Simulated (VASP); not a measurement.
The system is Sb.

```
Sb
1.0
     2.15420    1.24373    3.75800
    -2.15420    1.24373    3.75800
     0.00000   -2.48746    3.75800
Sb
2
Direct
  0.76651 0.76651 0.76651
  0.23349 0.23349 0.23349
```

- Program: VASP 6.6.1
- Task: relaxation of cell and atoms
- Functional: PBEsol
- Potentials or basis: VASP PAW PBE potentials, release 64 (Sb)
- Cutoff: 600 eV
- k mesh: 8 × 8 × 8
- Occupations: fermi-dirac, width 0.05 eV
- Spin: no spin polarisation

At the start: pressure 0.2 GPa; volume 30.21 Å³/atom.

Problem. Where does the relaxation end?

Solution. Over 8 steps the energy falls by 2.8 meV/atom and the volume is 29.87 Å³/atom (-1.1 %); space group R-3m (No. 166, to 0.05 Å).

Step by step:
| step | energy change (eV) | largest force (eV/Å) | pressure (GPa) | volume (Å³) |
| --- | --- | --- | --- | --- |
| 1 | 0.0000 | 0.1571 | 0.20 | 60.41 |
| 2 | -0.0022 | 0.0594 | -0.37 | 60.74 |
| 3 | -0.0023 | 0.0344 | -0.52 | 60.83 |
| 4 | -0.0040 | 0.0215 | -0.36 | 60.47 |
| 5 | -0.0055 | 0.0015 | -0.06 | 59.87 |
| 6 | -0.0055 | 0.0037 | 0.02 | 59.71 |
| 7 | -0.0055 | 0.0032 | 0.01 | 59.73 |
| 8 | -0.0055 | 0.0033 | 0.01 | 59.75 |

Final structure:
```xyz
2
Lattice="2.1637 1.2492 3.6839 -2.1637 1.2492 3.6839 0.0000 -2.4985 3.6839" Properties=species:S:1:pos:R:3 pbc="T T T"
Sb    0.0000    0.0000    8.4459
Sb    0.0000    0.0000    2.6059
```

Caveat: the PAW data sets were made with another functional, which shifts forces and pressure a little.
